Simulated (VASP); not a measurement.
A run of VASP 6.6.1:

Contents of INCAR:

```
PREC = Accurate
ENCUT = 600
EDIFF = 1E-6
ISMEAR = -1
SIGMA = 0.05
LREAL = False
LASPH = True
NELM = 120
ALGO = Normal
ISIF = 2
LWAVE = False
LCHARG = False
GGA = PE
NBANDS = 25
GGA_COMPAT = False
```

The input KPOINTS:

```
regular mesh
0
Gamma
  5 5 3
```

Contents of POSCAR:

```
CSe2
1.0
    3.5697670000     -2.9947800000      0.0000000000
    3.5697670000      2.9947800000      0.0000000000
    0.0000000000      0.0000000000      9.4626520000
Se C
4 2
Direct
    0.2124220000      0.7875780000      0.8793850000
    0.7875780000      0.2124220000      0.1206150000
    0.2875780000      0.7124220000      0.3793850000
    0.7124220000      0.2875780000      0.6206150000
    0.0000000000      0.0000000000      0.0000000000
    0.5000000000      0.5000000000      0.5000000000
```

Potentials or basis: VASP PAW PBE potentials, release 64 (Se, C).

Command:

```bash
$ cat potpaw_PBE.64/Se/POTCAR potpaw_PBE.64/C/POTCAR > POTCAR
$ mpirun -np 1 vasp_std > vasp.out
```

Hardware: 1 thread of Intel Xeon 8259CL (shared host).

Estimate the wall time of this run.

It took 2.9 min on 1 thread of Intel Xeon 8259CL (shared host), peak memory 0.38 GiB. Counts: scf iterations 14, k points 18.
